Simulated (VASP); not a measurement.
Crystal: Sc.

```
Sc
1.0
    -1.83649    1.83649    1.83649
     1.83649   -1.83649    1.83649
     1.83649    1.83649   -1.83649
Sc
1
Direct
  0.00000 0.00000 0.00000
```

This isn't the form of Sc at room conditions, which is hcp.

Base run:

```yaml
Program: VASP 6.6.1
Functional: r2SCAN
Potentials_or_basis: VASP PAW PBE potentials, release 64 (Sc_sv)
Cutoff: 550 eV
k_mesh: 16 × 16 × 16
Occupations: gaussian, width 0.05 eV
Spin: no spin polarisation
```

Its results: band gap on the k mesh zero (an odd number of electrons rules out a gap without spin polarisation); pressure 0.9 GPa.

Q: The run is repeated on the same cell with these changes: functional from r2SCAN to PBE; cutoff from 550 eV to 500 eV; k mesh from 16 × 16 × 16 to 8 × 8 × 8. What comes out?

A: Band gap on the k mesh zero (an odd number of electrons rules out a gap without spin polarisation); pressure 0.0 GPa.

Several settings changed at once.

Caveats: the PAW data sets were made with another functional, which shifts forces and pressure a little (at least some runs).
